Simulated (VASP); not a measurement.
# MnS (Fm-3m) in VASP: further runs, part 2 of 2

VASP 6.6.1. Earlier steps stand in the parts before.

**3. Single point, LDA, collinear spin, ferromagnetic start (volume scaled by 0.98)**

The input, INCAR:

```
SYSTEM = MnS
  PREC = Accurate
  ENCUT = 520
  EDIFF = 1E-6
  ISMEAR = -1
  SIGMA = 0.05
  LREAL = .FALSE.
  LASPH = .TRUE.
  NELM = 150
  ALGO = Normal
  ISIF = 2
  LWAVE = .FALSE.
  LCHARG = .TRUE.
  ISPIN = 2
  MAGMOM = 4 0
  LORBIT = 11
  LMAXMIX = 4
  LELF = .TRUE.
  LVHAR = .TRUE.
  NBANDS = 20
```

The input, KPOINTS:

```
regular mesh
0
G
  9 9 9
  0 0 0
```

The input, POSCAR:

```
MnS
1.0
    0.0000000000      2.5870196075      2.5870196075
    2.5870196075      0.0000000000      2.5870196075
    2.5870196075      2.5870196075      0.0000000000
Mn S
1 1
Direct
    0.0000000000      0.0000000000      0.0000000000
    0.5000000000      0.5000000000      0.5000000000
```

Potentials or basis: VASP PAW LDA potentials, release 64 (Mn_pv, S).

On the command line:

```console
$ cat potpaw_LDA.64/Mn_pv/POTCAR potpaw_LDA.64/S/POTCAR > POTCAR
$ mpirun -np 1 vasp_std > vasp.out
```

OUTCAR:

```text
SYSTEM = MnS
   PREC = Accurate
   ENCUT = 520
   EDIFF = 1E-6
   ISMEAR = -1
   LREAL = .FALSE.
   LASPH = .TRUE.
   NELM = 150
   ISIF = 2
   ISPIN = 2
   LORBIT = 11

 ion  position               nearest neighbor table
   1  0.000  0.000  0.000-   2 2.59   2 2.59   2 2.59   2 2.59   2 2.59   2 2.59
   2  0.500  0.500  0.500-   1 2.59   1 2.59   1 2.59   1 2.59   1 2.59   1 2.59

  LATTYP: Found a face centered cubic cell.
 ALAT       =     5.1740392150

  Lattice vectors:

 A1 = (   0.0000000000,   2.5870196075,   2.5870196075)
 A2 = (   2.5870196075,   0.0000000000,   2.5870196075)
 A3 = (   2.5870196075,   2.5870196075,   0.0000000000)

Analysis of symmetry for initial positions (statically):
=====================================================================
 Subroutine PRICEL returns:
 Original cell was already a primitive cell.

 Routine SETGRP: Setting up the symmetry group for a
 face centered cubic supercell.

 Subroutine GETGRP returns: Found 48 space group operations
 (whereof 48 operations were pure point group operations)
 out of a pool of 48 trial point group operations.
[... 1290 lines left out ...]
     19      21.7946      0.00000
     20      21.7946      0.00000

 [... further k-points ...]

------------------------ aborting loop because EDIFF is reached ----------------------------------------

  FORCE on cell =-STRESS in cart. coord.  units (eV):
  Direction    XX          YY          ZZ          XY          YZ          ZX
  --------------------------------------------------------------------------------------
  -------------------------------------------------------------------------------------
  Total       -2.6015683     -2.6015683     -2.6015683      0.0000000      0.0000000      0.0000000
  in kB     -120.3695535   -120.3695535   -120.3695535      0.0000000      0.0000000      0.0000000
  external PRESSURE =    -120.3695535 kB  Pullay stress =       0.0000000 kB

 VOLUME and BASIS-vectors are now :
 -----------------------------------------------------------------------------
  energy-cutoff  :      520.00
  volume of cell :       34.63
      direct lattice vectors                 reciprocal lattice vectors
     0.000000000  2.587019607  2.587019607    -0.193272598  0.193272598  0.193272598
     2.587019607  0.000000000  2.587019607     0.193272598 -0.193272598  0.193272598
     2.587019607  2.587019607  0.000000000     0.193272598  0.193272598 -0.193272598

 POSITION                                       TOTAL-FORCE (eV/Angst)
 -----------------------------------------------------------------------------------
      0.00000      0.00000      0.00000        -0.000000      0.000000     -0.000000
      2.58702      2.58702      2.58702         0.000000     -0.000000      0.000000
 -----------------------------------------------------------------------------------
    total drift:                               -0.000000      0.000000      0.000000

  FREE ENERGIE OF THE ION-ELECTRON SYSTEM (eV)
  ---------------------------------------------------
  free  energy   TOTEN  =       -15.0326371645 eV

  energy  without entropy=      -15.0212728683  energy(sigma->0) =      -15.02695502

 total charge

# of ion       s       p       d       tot
------------------------------------------
    1        0.225   6.168   4.975  11.368
    2        1.329   2.360   0.000   3.689
--------------------------------------------------
tot          1.554   8.528   4.975  15.057

 magnetization (x)

# of ion       s       p       d       tot
------------------------------------------
    1        0.046   0.033   3.929   4.008
    2        0.024   0.063   0.000   0.088
--------------------------------------------------
tot          0.070   0.096   3.929   4.096
```

OSZICAR:

```text
N       E                     dE             d eps       ncg     rms          rms(c)
DAV:   1     0.150621038138E+03    0.15062E+03   -0.10073E+04  2832   0.986E+02
DAV:   2    -0.845366158429E+01   -0.15907E+03   -0.15029E+03  2972   0.284E+02
DAV:   3    -0.161741991051E+02   -0.77205E+01   -0.76296E+01  3252   0.674E+01
DAV:   4    -0.162688566231E+02   -0.94658E-01   -0.94590E-01  3120   0.762E+00
DAV:   5    -0.162702761648E+02   -0.14195E-02   -0.14195E-02  3200   0.982E-01    0.113E+01
DAV:   6    -0.152882262082E+02    0.98205E+00   -0.58149E+00  3092   0.290E+01    0.107E+01
DAV:   7    -0.150454914190E+02    0.24273E+00   -0.10105E+00  3068   0.149E+01    0.564E+00
DAV:   8    -0.150405538074E+02    0.49376E-02   -0.34915E-02  3148   0.168E+00    0.321E+00
DAV:   9    -0.150271997966E+02    0.13354E-01   -0.16541E-02  3648   0.138E+00    0.953E-01
DAV:  10    -0.150328721027E+02   -0.56723E-02   -0.87812E-03  3040   0.891E-01    0.264E-01
DAV:  11    -0.150326091152E+02    0.26299E-03   -0.10129E-03  3332   0.229E-01    0.128E-01
DAV:  12    -0.150326049925E+02    0.41228E-05   -0.35784E-04  3156   0.104E-01    0.998E-02
DAV:  13    -0.150326289769E+02   -0.23984E-04   -0.75759E-06  3148   0.274E-02    0.606E-02
DAV:  14    -0.150326364252E+02   -0.74483E-05   -0.13341E-05  3528   0.345E-02    0.179E-02
DAV:  15    -0.150326371645E+02   -0.73930E-06   -0.30325E-06  2968   0.132E-02
   1 F= -.15032637E+02 E0= -.15026955E+02  d E =-.113643E-01  mag=     4.4241
```

stdout:

```text
POSCAR found type information on POSCAR MnS
 POSCAR found :  2 types and       2 ions
 scaLAPACK will be used
 LDA part: xc-table for (Slater(with rela. corr.)+CA(PZ))
 , standard interpolation
 POSCAR, INCAR and KPOINTS ok, starting setup
 FFT: planning ... GRIDC
 FFT: planning ... GRID_SOFT
 FFT: planning ... GRID
 WAVECAR not read
 entering main loop
```

It took 47 s on 1 thread of Intel Xeon Platinum 8259CL at 2.50GHz (Skylake/Cascade Lake), shared host; peak memory 0.17 GiB.

What came out:

```yaml
Free_energy: -15.0326 eV
Pressure: -12.0 GPa
Net_moment: 4.42 μB per cell
Site_moments: Mn +4.01; S +0.09 μB
Valence_electrons_inside_the_program's_atomic_spheres: Mn 11.37; S 3.69
```

Levels at points of the mesh, in eV from the Fermi level:
Spin up:
| k point | band 8 | band 9 | band 10 | band 11 | band 12 | band 13 | band 14 | band 15 | band 16 | band 17 |
| --- | --- | --- | --- | --- | --- | --- | --- | --- | --- | --- |
| (0.00, 0.00, 0.00) | -2.99 | -2.99 | -1.85 | -1.85 | -1.85 | 1.90 | 8.74 | 8.74 | 8.74 | 10.62 |
Spin down:
| k point | band 4 | band 5 | band 6 | band 7 | band 8 | band 9 | band 10 | band 11 |
| --- | --- | --- | --- | --- | --- | --- | --- | --- |
| (0.00, 0.00, 0.00) | -14.32 | -1.60 | -1.60 | -1.60 | -0.01 | -0.01 | -0.01 | 0.10 |

Caveat: a cell with one magnetic atom can't hold antiferromagnetic order, which such compounds often take; semilocal functionals often make such compounds metallic where correlation or magnetic order opens a gap, which also shifts bond lengths.

**4. Single point, LDA, collinear spin, ferromagnetic start (volume scaled by 1.02)**

The input, INCAR:

```
SYSTEM = MnS
PREC = Accurate
ENCUT = 520
EDIFF = 1E-6
ISMEAR = -1
SIGMA = 0.05
LREAL = .False.
LASPH = .True.
NELM = 150
ALGO = Normal
ISIF = 2
LWAVE = .False.
LCHARG = .True.
ISPIN = 2
MAGMOM = 4 0
LORBIT = 11
LMAXMIX = 4
GGA = CA
LELF = .True.
LVHAR = .True.
NBANDS = 20
```

The input, KPOINTS:

```
regular mesh
0
Gamma
  9 9 9
  0 0 0
```

The input, POSCAR:

```
MnS
1.0
    0.0000000000      2.6217488470      2.6217488470
    2.6217488470      0.0000000000      2.6217488470
    2.6217488470      2.6217488470      0.0000000000
Mn S
1 1
Direct
    0.0000000000      0.0000000000      0.0000000000
    0.5000000000      0.5000000000      0.5000000000
```

On the command line:

```console
$ cat potpaw_LDA.64/Mn_pv/POTCAR potpaw_LDA.64/S/POTCAR > POTCAR
$ mpirun -np 1 vasp_std > vasp.out
```

Run time: 45 s. Hardware: 1 thread of Intel Xeon Platinum 8259CL at 2.50GHz (Skylake/Cascade Lake), shared host; peak memory 0.16 GiB.

The run converged. Its results:

```
Free energy                                           : -14.9237 eV
Pressure                                              : -12.8 GPa
Net moment                                            : 4.57 μB per cell
Site moments                                          : Mn +4.12; S +0.10 μB
Valence electrons inside the program's atomic spheres : Mn 11.33; S 3.68
```

Levels at points of the mesh, in eV from the Fermi level:
Spin up:
```tsv
k point	band 10	band 11	band 12	band 13	band 14	band 15
(0.00, 0.00, 0.00)	-1.79	-1.79	-1.79	1.61	8.65	8.65
```
Spin down:
```csv
k point,band 3,band 4,band 5,band 6,band 7,band 8,band 9,band 10,band 11,band 12
"(0.00, 0.00, 0.00)",-45.93,-14.03,-1.53,-1.53,-1.53,0.10,0.10,0.10,0.21,0.21
```

Caveat: a cell with one magnetic atom can't hold antiferromagnetic order, which such compounds often take; semilocal functionals often make such compounds metallic where correlation or magnetic order opens a gap, which also shifts bond lengths.

**5. Single point, LDA, collinear spin, ferromagnetic start (volume scaled by 1.04)**

The input, INCAR:

```
SYSTEM = MnS
PREC = Accurate ; ENCUT = 520
EDIFF = 1E-7 ; ISMEAR = -1
SIGMA = 0.05 ; LREAL = .FALSE.
LASPH = .TRUE. ; NELM = 150
ALGO = Normal ; ISIF = 2
LWAVE = .FALSE. ; LCHARG = .TRUE.
ISPIN = 2 ; MAGMOM = 4 0
LORBIT = 11 ; LMAXMIX = 4
LELF = .TRUE. ; LVHAR = .TRUE.
NBANDS = 20
```

The input, KPOINTS:

```
regular mesh
0
G
  9 9 9
  0 0 0
```

The input, POSCAR:

```
MnS
1.0
    0.0000000000      2.6387736672      2.6387736672
    2.6387736672      0.0000000000      2.6387736672
    2.6387736672      2.6387736672      0.0000000000
Mn S
1 1
Direct
    0.0000000000      0.0000000000      0.0000000000
    0.5000000000      0.5000000000      0.5000000000
```

On the command line:

```console
$ cat potpaw_LDA.64/Mn_pv/POTCAR potpaw_LDA.64/S/POTCAR > POTCAR
$ mpirun -np 1 vasp_std > vasp.out
```

Run time: 50 s. Hardware: 1 thread of Intel Xeon Platinum 8259CL at 2.50GHz (Skylake/Cascade Lake), shared host; peak memory 0.17 GiB.

It converged, with:

| Quantity | Value |
| --- | --- |
| Free energy | -14.8666 eV |
| Pressure | -13.2 GPa |
| Net moment | 4.62 μB per cell |
| Site moments | Mn +4.16; S +0.10 μB |
| Valence electrons inside the program's atomic spheres | Mn 11.31; S 3.68 |

Levels at points of the mesh, in eV from the Fermi level:
Spin up:
| k point | band 10 | band 11 | band 12 | band 13 | band 14 | band 15 |
| --- | --- | --- | --- | --- | --- | --- |
| (0.00, 0.00, 0.00) | -1.75 | -1.75 | -1.75 | 1.48 | 8.62 | 8.62 |
Spin down:
| k point | band 4 | band 5 | band 6 | band 7 | band 8 | band 9 | band 10 | band 11 |
| --- | --- | --- | --- | --- | --- | --- | --- | --- |
| (0.00, 0.00, 0.00) | -13.89 | -1.49 | -1.49 | -1.49 | 0.15 | 0.15 | 0.15 | 0.26 |

Caveat: a cell with one magnetic atom can't hold antiferromagnetic order, which such compounds often take; semilocal functionals often make such compounds metallic where correlation or magnetic order opens a gap, which also shifts bond lengths.

**6. Overview**

| cell | gap on the mesh (eV) | pressure (GPa) | moment (μB) |
| --- | --- | --- | --- |
| a = 3.634 Å, angles 60.0°, 2 atoms | none | -11.6 | 4.34 |
| a = 3.659 Å, angles 60.0°, 2 atoms | none | -12.0 | 4.42 |
| a = 3.708 Å, angles 60.0°, 2 atoms | none | -12.8 | 4.57 |
| a = 3.732 Å, angles 60.0°, 2 atoms | none | -13.2 | 4.62 |

Alike in all rows: task single point; level LDA; potentials or basis VASP PAW LDA potentials, release 64 (Mn_pv, S); spin collinear, ferromagnetic start; k mesh 9 × 9 × 9; cutoff (eV) 520; smearing fermi-dirac 0.05 eV.

Caveats: a cell with one magnetic atom can't hold antiferromagnetic order, which such compounds often take; semilocal functionals often make such compounds metallic where correlation or magnetic order opens a gap, which also shifts bond lengths.

Absolute energies hang on the potentials; compare differences alone.
